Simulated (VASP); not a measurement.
Crystal: AlHg.

```
Al Hg
1.0
     0.00000    2.88005    2.88005
     2.88005    0.00000    2.88005
     2.88005    2.88005    0.00000
Al Hg
1 1
Cartesian
  0.0000 0.0000 0.0000
  4.3201 4.3201 4.3201
```

The cell was built from a structure type or drawn by symmetry, and may not be a known phase.

| Property | Result |
| --- | --- |
| Program | VASP 6.6.1 |
| Task | relaxation of cell and atoms |
| Functional | PBE |
| Potentials or basis | VASP PAW PBE potentials, release 64 (Al, Hg) |
| Cutoff | 500 eV |
| k mesh | 6 × 6 × 6 |
| Occupations | gaussian, width 0.1 eV |
| Spin | no spin polarisation |

At the start: pressure 10.5 GPa; volume 23.89 Å³/atom.

Q: How do energy, volume and symmetry change on relaxing?

A: Over 3 steps the energy falls by 134.9 meV/atom and the volume is 28.82 Å³/atom (+20.6 %); space group F-43m (No. 216, to 0.1 Å) before and after.

Step by step:
```csv
step,energy change (eV),largest force (eV/Å),pressure (GPa),volume (Å³)
1,0.0000,0.0000,10.48,47.78
2,-0.2651,0.0000,-0.89,59.42
3,-0.2698,0.0000,0.10,57.64
```

Final structure:
```cif
data_structure
_symmetry_space_group_name_H-M 'P 1'
_symmetry_Int_Tables_number 1
_cell_length_a 4.3360
_cell_length_b 4.3360
_cell_length_c 4.3360
_cell_angle_alpha 60.000
_cell_angle_beta 60.000
_cell_angle_gamma 60.000
_cell_volume 57.64
loop_
_atom_site_label
_atom_site_type_symbol
_atom_site_fract_x
_atom_site_fract_y
_atom_site_fract_z
_atom_site_occupancy
Al1 Al 0.00000 0.00000 0.00000 1
Hg1 Hg 0.75000 0.75000 0.75000 1
```

Caveat: the volume moved by over 15 % at a fixed basis, so the end points are rough.
